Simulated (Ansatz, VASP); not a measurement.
## One calculation of Pb, two programs

INCAR

```
ALGO = Normal
EDIFF = 1E-6
ENCUT = 520
ISIF = 2
ISMEAR = -1
LASPH = T
LCHARG = F
LREAL = F
LWAVE = F
NBANDS = 28
NELM = 60
PREC = Accurate
SIGMA = 0.1
```

Contents of KPOINTS:

```
k-points
0
Gamma
  8 8 11
```

POSCAR

```
Pb
1.0
    5.4269035153      0.0000000000      0.0000000000
   -2.7134517577      4.6998363081      0.0000000000
    0.0000000000      0.0000000000      3.2971529423
Pb
3
Direct
    0.0000000000      1.0000000000      0.0000000000
    0.3333333333      0.6666666667      0.5000000000
    0.6666666667      0.3333333333      0.5000000000
```

Input for Ansatz:

```yaml
crystal:
  lattice:
    - [5.4269035153, 0.0, 0.0]
    - [-2.7134517577, 4.6998363081, 0.0]
    - [0.0, 0.0, 3.2971529423]
  atoms:
    - { symbol: Pb, position: [0.0, 1.0, 0.0] }
    - { symbol: Pb, position: [0.3333333333, 0.6666666667, 0.5] }
    - { symbol: Pb, position: [0.6666666667, 0.3333333333, 0.5] }
hamiltonian:
  xc: lda
  pseudopotentials:
    kind: paw
    azcp:
      Pb: "pseudopotentials/Pb.paw.azcp"
basis:
  ecutwfc: 420
  fft_grid_basis: typed
kpoints:
  mp_grid: { grid: [8, 8, 11], shift: [0, 0, 0] }
magnetization:
  spin_polarized: false
scf:
  occupations: { method: fermi_dirac, width: 0.1 }
  lower_state_search: "off"
output:
  stress: true
```

Alike in both runs: task single point; functional LDA; k mesh 8 × 8 × 11; occupations fermi-dirac, width 0.1 eV; no spin polarisation.

|  | VASP | Ansatz |
| --- | --- | --- |
| version | VASP 6.6.1 | Ansatz 0.2.0 |
| potentials or method | VASP PAW LDA potentials, release 64 (Pb_d), cutoff 520 eV | plane waves (420 eV) with PAW, scalar-relativistic |
| valence electrons in the cell | 42 | 42 |

```csv
,VASP,Ansatz,Ansatz less VASP
pressure (GPa),2.5,2.4,-0.07
"traceless stress, the component that is largest in VASP (GPa)",-1.10,-1.07,+0.032
```

Ansatz warns that its potentials were made for another functional, while VASP's fit it. LDA's correlation is that of Perdew and Zunger in VASP and of Perdew and Wang (1992) in Ansatz.

Neither program's run includes spin-orbit coupling.
